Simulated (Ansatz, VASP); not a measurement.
## Hf5H: VASP beside Ansatz

Contents of INCAR:

```
PREC = Accurate ; ENCUT = 520
EDIFF = 1E-7 ; ISMEAR = 0
SIGMA = 0.1 ; LREAL = False
LASPH = True ; NELM = 80
ALGO = Normal ; ISIF = 2
LWAVE = False ; LCHARG = False
LDIPOL = True ; IDIPOL = 3
DIPOL = 0.5 0.5 0.319 ; GGA = PE
IVDW = 12 ; NBANDS = 34
```

KPOINTS

```
regular mesh
0
Gamma
  6 6 1
```

POSCAR

```
Hf5H
1.0
    4.9564149667      0.0000000000      0.0000000000
   -2.4782074834      4.2923812729      0.0000000000
    0.0000000000      0.0000000000     21.1328376004
Hf H
5 1
Direct
    0.6666666667      0.3333333333      0.1892788879
    0.3333333333      0.6666666667      0.2371533849
    0.0000000000      0.0000000000      0.2763383880
    0.6666666667      0.3333333333      0.3164267596
    0.3333333333      0.6666666667      0.3706476976
    0.7777777778      0.7777777778      0.5268027802
```

Input for Ansatz:

```yaml
crystal:
  lattice:
    - [4.9564149667, 0.0, 0.0]
    - [-2.4782074834, 4.2923812729, 0.0]
    - [0.0, 0.0, 21.1328376004]
  atoms:
    - { symbol: Hf, position: [0.6666666667, 0.3333333333, 0.1892788879] }
    - { symbol: Hf, position: [0.3333333333, 0.6666666667, 0.2371533849] }
    - { symbol: Hf, position: [0.0, 0.0, 0.276338388] }
    - { symbol: Hf, position: [0.6666666667, 0.3333333333, 0.3164267596] }
    - { symbol: Hf, position: [0.3333333333, 0.6666666667, 0.3706476976] }
    - { symbol: H, position: [0.7777777778, 0.7777777778, 0.5268027802] }
basis:
  ecutwfc: 420
kpoints:
  mp_grid: { grid: [6, 6, 1] }
hamiltonian:
  xc: pbe
  dispersion: d3bj
scf:
  occupations: { method: gaussian, width: 0.1 }
output:
  forces: true
  eigenvalues: true
efield:
  axis: 3
  dipole_correction: true
  ramp_width: 0.04
```

Alike in both runs: task single point; functional PBE; dispersion D3(BJ); k mesh 6 × 6 × 1; occupations gaussian, width 0.1 eV; no spin polarisation.

```csv
,VASP,Ansatz
version,VASP 6.6.1,Ansatz 0.2.0
potentials or method,"VASP PAW PBE potentials, release 64 (Hf_pv, H), cutoff 520 eV","scalar-relativistic, plane waves, PAW"
valence electrons in the cell,51,131
```

Ansatz gave:

| Quantity | Value |
| --- | --- |
| gap on the k mesh at the Fermi level (eV) | none |
| rms of the force components (eV/Å) | 0.408 |

**Question.** What did VASP give for the same quantities?

**Answer.** gap on the k mesh at the Fermi level (eV): none; rms of the force components (eV/Å): 0.398.

Atom by atom the forces differ by 0.033 eV/Å (rms over components). A gap of «none» marks a metal or a gap that the smearing closes. VASP's potentials hold 51 valence electrons a cell and Ansatz's 131, so a difference there can come from the potentials and not from the codes.

Neither program's run includes spin-orbit coupling.
